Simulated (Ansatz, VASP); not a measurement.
Si2As3: VASP beside Ansatz

```
CELL_PARAMETERS angstrom
3.67991 0.00000 0.00000
-1.83995 3.18689 0.00000
0.00000 0.00000 22.71643
ATOMIC_POSITIONS crystal
Si 0.00000 0.00000 0.74629
Si 0.00000 0.00000 0.64222
Si 0.00000 0.00000 0.25371
Si 0.00000 0.00000 0.35778
As 0.33333 0.66667 0.03019
As 0.66667 0.33333 0.96981
As 0.33333 0.66667 0.79499
As 0.33333 0.66667 0.59354
As 0.66667 0.33333 0.20501
As 0.66667 0.33333 0.40646
```

Alike in both runs: functional PBE; k mesh 12 × 12 × 2; occupations gaussian, width 0.02 eV; no spin polarisation.

Ansatz relaxed the structure, and its values are those at the end. VASP's run is a single point on that final structure, the one shown.

|  | VASP | Ansatz |
| --- | --- | --- |
| version | VASP 6.6.1 | Ansatz 0.2.0 |
| potentials or method | VASP PAW PBE potentials, release 64 (Si, As), cutoff 520 eV | scalar-relativistic, plane waves, PAW |
| valence electrons in the cell | 46 | 106 |

```csv
,VASP,Ansatz,Ansatz less VASP
gap on the k mesh at the Fermi level (eV),0.98,1.00,+0.017
least direct gap on the mesh (eV),1.25,1.29,+0.039
pressure (GPa),0.2,0.0,-0.19
rms of the force components (eV/Å),0.029,0.001,-0.0284
```

VASP's potentials hold 46 valence electrons a cell and Ansatz's 106, so a difference there can come from the potentials and not from the codes.
